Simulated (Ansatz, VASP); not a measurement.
Ru: VASP beside Ansatz

POSCAR

```
Ru
1.0
    2.4577692522      0.0000000000      0.0000000000
    0.0000000000      2.4577692522      0.0000000000
    0.0000000000      0.0000000000      2.4577692522
Ru
1
Direct
    0.0000000000      0.0000000000      0.0000000000
```

The input INCAR.step1:

```
PREC = Accurate
ENCUT = 520
ISMEAR = -1
SIGMA = 0.1
LREAL = F
LASPH = T
NELM = 80
NBANDS = 13
GGA = PE
ALGO = Normal
EDIFF = 1E-4
LWAVE = T
LCHARG = F
```

The input INCAR.step2:

```
PREC = Accurate
ENCUT = 520
EDIFF = 1E-6
ISMEAR = -1
SIGMA = 0.1
LREAL = F
LASPH = T
NELM = 80
ALGO = Normal
ISIF = 2
LWAVE = F
LCHARG = F
METAGGA = R2SCAN
LMIXTAU = T
NBANDS = 13
ISTART = 1
```

The input KPOINTS:

```
regular mesh
0
Gamma
  14 14 14
```

Input for Ansatz:

```yaml
crystal:
  lattice:
    - [2.4577692522, 0.0, 0.0]
    - [0.0, 2.4577692522, 0.0]
    - [0.0, 0.0, 2.4577692522]
  atoms:
    - { symbol: Ru, position: [0.0, 0.0, 0.0] }
hamiltonian:
  xc: r2scan
  pseudopotentials:
    kind: paw
    azcp:
      Ru: "pseudopotentials/Ru.paw.azcp"
basis:
  ecutwfc: 500
  fft_grid_basis: typed
kpoints:
  mp_grid: { grid: [14, 14, 14], shift: [0, 0, 0] }
magnetization:
  spin_polarized: false
scf:
  occupations: { method: fermi_dirac, width: 0.1 }
  lower_state_search: "off"
output:
  stress: true
```

Alike in both runs: task single point; functional r2SCAN; k mesh 14 × 14 × 14; occupations fermi-dirac, width 0.1 eV; no spin polarisation.

|  | VASP | Ansatz |
| --- | --- | --- |
| version | VASP 6.6.1 | Ansatz 0.2.0 |
| potentials or method | VASP PAW PBE potentials, release 64 (Ru_pv), cutoff 520 eV | plane waves (500 eV) with PAW, scalar-relativistic |
| valence electrons in the cell | 14 | 16 |

```csv
,VASP,Ansatz,Ansatz less VASP
pressure (GPa),12.6,11.0,-1.55
```

VASP's potentials were made for PBE, not for r2SCAN. VASP's potentials hold 14 valence electrons a cell and Ansatz's 16, so a difference there can come from the potentials and not from the codes.
